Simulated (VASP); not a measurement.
# Tl (Fm-3m) in VASP: a series of runs

Tl is run at these levels: PBE+D3(BJ); tasks: single point, relaxation of cell and atoms.

All numbers are computed with VASP 6.6.1; they aren't measurements. Logs are shortened: lines on timing, memory, paths and dates and some standing lists are left out, and cuts for length are marked.

## Step 1: The cell of the first run

It takes space group Fm-3m (No. 225, cubic). The conventional cell has a = 4.897 Å, b = 4.897 Å, c = 4.897 Å, α = 90.00°, β = 90.00°, γ = 90.00°. Tl (site symmetry m-3m) has 12 Tl at 3.46 Å within 4.6 Å.

## Step 2: Single point, PBE+D3(BJ)

Contents of INCAR:

```
SYSTEM = Tl
ALGO     = Normal         ! electronic algorithm
EDIFF    = 1E-7           ! SCF threshold, eV
ENCUT    = 520            ! plane-wave cutoff, eV
GGA      = PE             ! functional
ISIF     = 2              ! what is computed and relaxed
ISMEAR   = 0              ! smearing method
IVDW     = 12             ! dispersion correction
LASPH    = .True.         ! aspherical terms in the spheres
LCHARG   = .False.        ! write CHGCAR
LREAL    = .False.        ! projectors in reciprocal space
LWAVE    = .False.        ! write WAVECAR
NBANDS   = 12             ! bands
NELM     = 100            ! most SCF steps
PREC     = Accurate       ! precision mode
SIGMA    = 0.1            ! smearing width, eV
```

Contents of KPOINTS:

```
k-points
0
Gamma
  14 14 14
  0 0 0
```

Contents of POSCAR:

```
Tl
1.0
    0.0000000000      2.4482740309      2.4482740309
    2.4482740309      0.0000000000      2.4482740309
    2.4482740309      2.4482740309      0.0000000000
Tl
1
Direct
    0.0000000000      0.0000000000      0.0000000000
```

Potentials or basis: VASP PAW PBE potentials, release 64 (Tl_d).

On the command line:

```
> cat potpaw_PBE.64/Tl_d/POTCAR > POTCAR
> mpirun -np 1 vasp_std > vasp.out
```

OUTCAR:

```text
SYSTEM = Tl
   EDIFF = 1E-7
   ENCUT = 520
   GGA = PE
   ISIF = 2
   ISMEAR = 0
   IVDW = 12
   LASPH = .True.
   LREAL = .False.
   NELM = 100
   PREC = Accurate
 IVDW          = 12

 ion  position               nearest neighbor table
   1  0.000  0.000  0.000-

  LATTYP: Found a face centered cubic cell.
 ALAT       =     4.8965480618

  Lattice vectors:

 A1 = (   0.0000000000,   2.4482740309,   2.4482740309)
 A2 = (   2.4482740309,   0.0000000000,   2.4482740309)
 A3 = (   2.4482740309,   2.4482740309,   0.0000000000)

Analysis of symmetry for initial positions (statically):
=====================================================================
 Subroutine PRICEL returns:
 Original cell was already a primitive cell.

 Routine SETGRP: Setting up the symmetry group for a
 face centered cubic supercell.

 Subroutine GETGRP returns: Found 48 space group operations
 (whereof 48 operations were pure point group operations)
 out of a pool of 48 trial point group operations.

The static configuration has the point symmetry O_h .

Analysis of symmetry for dynamics (positions and initial velocities):
=====================================================================
 Subroutine PRICEL returns:
 Original cell was already a primitive cell.

 Routine SETGRP: Setting up the symmetry group for a
 face centered cubic supercell.

 Subroutine GETGRP returns: Found 48 space group operations
 (whereof 48 operations were pure point group operations)
 out of a pool of 48 trial point group operations.

The dynamic configuration has the point symmetry O_h .

 Subroutine INISYM returns: Found 48 space group operations
 (whereof 48 operations are pure point group operations),
 and found     1 'primitive' translations

----------------------------------------------------------------------------------------

                                     Primitive cell

  volume of cell :      29.3501

  direct lattice vectors                    reciprocal lattice vectors
     0.000000000  2.448274031  2.448274031    -0.204225505  0.204225505  0.204225505
     2.448274031  0.000000000  2.448274031     0.204225505 -0.204225505  0.204225505
     2.448274031  2.448274031  0.000000000     0.204225505  0.204225505 -0.204225505

  length of vectors
     3.462382339  3.462382339  3.462382339     0.353728951  0.353728951  0.353728951

  position of ions in fractional coordinates (direct lattice)
     0.000000000  0.000000000  0.000000000

  ion indices of the primitive-cell ions
   primitive index   ion index
                 1           1

----------------------------------------------------------------------------------------
[... 83 lines left out ...]
   EMIN   =  10.00;   EMAX   =-10.00  energy-range for DOS
   EFERMI =   0.00;   METHOD = LEGACY
   ISMEAR =     0;   SIGMA  =   0.10  broadening in eV -4-tet -1-fermi 0-gaus
   EFERMI_NEDOS =   21; number of points for ismear=-14 and -15
   IALGO  =     38    algorithm
   IMIX   =      4    mixing-type and parameters
     AMIX     =   0.40;   BMIX     =  1.00
     AMIX_MAG =   1.60;   BMIX_MAG =  1.00
  volume/ion in A,a.u.               =      29.35       198.06
  Fermi-wavevector in a.u.,A,eV,Ry     =   1.247918  2.358222 21.188332  1.557298
  Thomas-Fermi vector in A             =   2.382028
   LORBIT       =      0    0 simple, 1 ext, 2 COOP (PROOUT), +10 PAW based schemes
   GGA     = PE    functional components
   LHFCALC =     F    Hartree Fock is set to
   AEXX    =    0.0000 exact exchange contribution
   IVDW    =    12    specifies the selected vdW correction
   LEPSILON=     F    determine dielectric tensor
   LRPA    =     F    only Hartree local field effects (RPA)
 non-spin polarized calculation
 Gauss-broadening in eV      SIGMA  =   0.10
  energy-cutoff  :      520.00
  volume of cell :       29.35
 maximum number of plane-waves:       808
 NGX is ok and might be reduce to    28
   NGX = 13   NGY = 13   NGZ = 13

 number of electron      12.9999999 magnetization

 Free energy of the ion-electron system (eV)
  ---------------------------------------------------
  ext. energy  EPLUGINS =         0.00000000
  ---------------------------------------------------
  free energy    TOTEN  =        -2.19726494 eV

  energy without entropy =       -2.19403186  energy(sigma->0) =       -2.19564840

 E-fermi :   6.2789     XC(G=0): -10.0616

 val. band max:        6.1956742863   @ k =  -0.2857   0.5000   0.2143
 cond. band min:       6.2975399456   @ k =  -0.2857   0.4286   0.2143
 fundamental gap:      0.1018656593
 Fermi energy:         6.2789495948

 k-point     1 :       0.0000    0.0000    0.0000
  band No.  band energies     occupation
      1      -5.2722      2.00000
      2      -5.2722      2.00000
      3      -5.2722      2.00000
      4      -5.0139      2.00000
      5      -5.0139      2.00000
      6      -3.5647      2.00000
      7      16.3684      0.00000
      8      16.3684      0.00000
      9      16.3684      0.00000
     10      17.2203      0.00000
     11      20.3365      0.00000
     12      21.1616      0.00000
[... 331 lines left out ...]
 k-point    24 :       0.2857    0.1429    0.0000
  band No.  band energies     occupation
      1      -5.3734      2.00000
      2      -5.1831      2.00000
      3      -5.1236      2.00000
      4      -5.0748      2.00000
      5      -4.8960      2.00000
      6      -1.9519      2.00000
      7       9.8583      0.00000
      8      13.3620      0.00000
      9      13.8649      0.00000
     10      16.3564      0.00000
     11      18.2074      0.00000
     12      22.3528      0.00000

 [... further k-points ...]

------------------------ aborting loop because EDIFF is reached ----------------------------------------

 Edisp (eV)   -0.33367

 E8    (eV) :    -0.1745

  FORCE on cell =-STRESS in cart. coord.  units (eV):
  Direction    XX          YY          ZZ          XY          YZ          ZX
  --------------------------------------------------------------------------------------
  -------------------------------------------------------------------------------------
  Total      -0.00981    -0.00981    -0.00981     0.00000    -0.00000     0.00000
  in kB      -0.53573    -0.53573    -0.53573     0.00000    -0.00000     0.00000
  external pressure =       -0.54 kB  Pullay stress =        0.00 kB

 VOLUME and BASIS-vectors are now :
 -----------------------------------------------------------------------------
  energy-cutoff  :      520.00
  volume of cell :       29.35
      direct lattice vectors                 reciprocal lattice vectors
     0.000000000  2.448274031  2.448274031    -0.204225505  0.204225505  0.204225505
     2.448274031  0.000000000  2.448274031     0.204225505 -0.204225505  0.204225505
     2.448274031  2.448274031  0.000000000     0.204225505  0.204225505 -0.204225505

 POSITION                                       TOTAL-FORCE (eV/Angst)
 -----------------------------------------------------------------------------------
      0.00000      0.00000      0.00000         0.000000      0.000000      0.000000
 -----------------------------------------------------------------------------------
    total drift:                               -0.000000     -0.000000     -0.000000

  FREE ENERGIE OF THE ION-ELECTRON SYSTEM (eV)
  ---------------------------------------------------
  free  energy   TOTEN  =        -2.5309350265 eV

  energy  without entropy=       -2.5277019408  energy(sigma->0) =       -2.52931848
```

stdout:

```text
POSCAR found type information on POSCAR Tl
 POSCAR found :  1 types and       1 ions
 scaLAPACK will be used
 LDA part: xc-table for (Slater+PW92), standard interpolation
 POSCAR, INCAR and KPOINTS ok, starting setup
 FFT: planning ... GRIDC
 FFT: planning ... GRID_SOFT
 FFT: planning ... GRID
 WAVECAR not read
 entering main loop
```

It took 18 s on 1 thread of Intel Xeon Platinum 8488C (Sapphire Rapids), shared host; peak memory 0.19 GiB.

What came out:

```yaml
Free_energy: -2.5309 eV
Pressure: -0.1 GPa
Dispersion_energy_per_atom: -0.334 eV
```

Levels at points of the mesh, in eV from the Fermi level:
```tsv
k point	band 4	band 5	band 6	band 7	band 8	band 9
(0.00, 0.00, 0.00)	-11.29	-11.29	-9.84	10.09	10.09	10.09
(0.50, 0.00, 0.00)	-11.06	-11.06	-5.30	-2.78	8.07	8.07
(0.50, 0.50, 0.00)	-11.00	-11.00	-3.64	-1.72	4.03	4.03
```

Caveat: spin-orbit coupling is left out, which moves the levels of the heavy elements; pairwise dispersion overbinds metals, which lowers pressure and volume.

## Step 3: Relaxation of cell and atoms, PBE+D3(BJ)

This run uses another cell than the first one, of 30.00 Å³/atom, 1.022 times its volume.

Contents of INCAR:

```
SYSTEM = Tl
ALGO = Normal
EDIFF = 1E-6
EDIFFG = -0.005
ENCUT = 600
GGA = PE
IBRION = 2
ISIF = 3
ISMEAR = 0
IVDW = 12
LASPH = .TRUE.
LCHARG = .FALSE.
LREAL = .FALSE.
LWAVE = .FALSE.
NELM = 100
NSW = 100
PREC = Accurate
SIGMA = 0.1
```

Contents of KPOINTS:

```
k-points
0
G
  14 14 14
  0 0 0
```

Contents of POSCAR:

```
Tl
1.0
    0.0000000000      2.4663412330      2.4663412330
    2.4663412330      0.0000000000      2.4663412330
    2.4663412330      2.4663412330      0.0000000000
Tl
1
Direct
    0.0000000000      0.0000000000      0.0000000000
```

Potentials or basis: VASP PAW PBE potentials, release 64 (Tl_d).

On the command line:

```
> cat potpaw_PBE.64/Tl_d/POTCAR > POTCAR
> mpirun -np 1 vasp_std > vasp.out
```

Run time: 30 s. Hardware: 1 thread of Intel Xeon Platinum 8488C (Sapphire Rapids), shared host; peak memory 0.2 GiB.

The run converged. Its results:

```yaml
Free_energy: -2.5310 eV
Relaxed_volume: 29.37 Å³/atom
Relaxed_cell: a = 3.463 Å, b = 3.463 Å, c = 3.463 Å, α = 60.00°, β = 60.00°, γ = 60.00°
Space_group_after_relaxing_to_0.05_Å: Fm-3m (No. 225)
Energy_gained_by_relaxing: 1.4 meV/atom
Ionic_steps: 3
Pressure_after_relaxing: 0.0 GPa
Dispersion_energy_per_atom: -0.333 eV
```

Step by step:
```
step  energy change (eV)  largest force (eV/Å)  pressure (GPa)  volume (Å³)
   1              0.0000                0.0000           -0.67        30.00
   2             -0.0013                0.0000           -0.11        29.46
   3             -0.0014                0.0000            0.01        29.37
```

Final structure:
```xyz
1
Lattice="0.0000 2.4487 2.4487 2.4487 0.0000 2.4487 2.4487 2.4487 0.0000" Properties=species:S:1:pos:R:3 pbc="T T T"
Tl    0.0000    0.0000    0.0000
```

Levels at points of the mesh, in eV from the Fermi level:
| k point | band 2 | band 3 | band 4 | band 5 | band 6 | band 7 | band 8 | band 9 | band 10 |
| --- | --- | --- | --- | --- | --- | --- | --- | --- | --- |
| (0.00, 0.00, 0.00) | -11.55 | -11.55 | -11.29 | -11.29 | -9.84 | 10.08 | 10.08 | 10.08 | 10.94 |
| (0.50, 0.00, 0.00) | -11.54 | -11.54 | -11.06 | -11.06 | -5.30 | -2.78 | 8.06 | 8.06 | 10.36 |
| (0.50, 0.50, 0.00) | -11.78 | -11.08 | -11.00 | -11.00 | -3.64 | -1.72 | 4.03 | 4.03 | 7.40 |

Caveat: spin-orbit coupling is left out, which moves the levels of the heavy elements; pairwise dispersion overbinds metals, which lowers pressure and volume.

[end of part 1 of 2]
